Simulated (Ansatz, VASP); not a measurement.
Se: VASP beside Ansatz

```xyz
3
Lattice="3.9552 0.0000 0.0000 -1.9776 3.4253 0.0000 0.0000 0.0000 4.8277" Properties=species:S:1:pos:R:3 pbc="T T T"
Se    1.0326    0.0000    1.6092
Se   -0.5163    0.8943    3.2185
Se    1.4613    2.5311    0.0000
```

Alike in both runs: task single point; functional PBEsol; dispersion D3(BJ); k mesh 12 × 12 × 8; occupations gaussian, width 0.03 eV; no spin polarisation.

```csv
,VASP,Ansatz
version,VASP 6.6.1,Ansatz 0.2.0
potentials or method,"VASP PAW PBE potentials, release 64 (Se), cutoff 520 eV","scalar-relativistic, plane waves, PAW"
valence electrons in the cell,18,48
```

|  | VASP | Ansatz | Ansatz less VASP |
| --- | --- | --- | --- |
| gap on the k mesh at the Fermi level (eV) | 0.18 | 0.19 | +0.002 |
| least direct gap on the mesh (eV) | 0.81 | 0.81 | +0.008 |
| pressure (GPa) | 4.4 | 4.1 | -0.25 |
| traceless stress, the component that is largest in VASP (GPa) | 3.19 | 3.12 | -0.071 |
| rms of the force components (eV/Å) | 0.164 | 0.141 | -0.0221 |

VASP's potentials were made for PBE, not for PBEsol. Atom by atom the forces differ by 0.022 eV/Å (rms over components). VASP's potentials hold 18 valence electrons a cell and Ansatz's 48, so a difference there can come from the potentials and not from the codes.
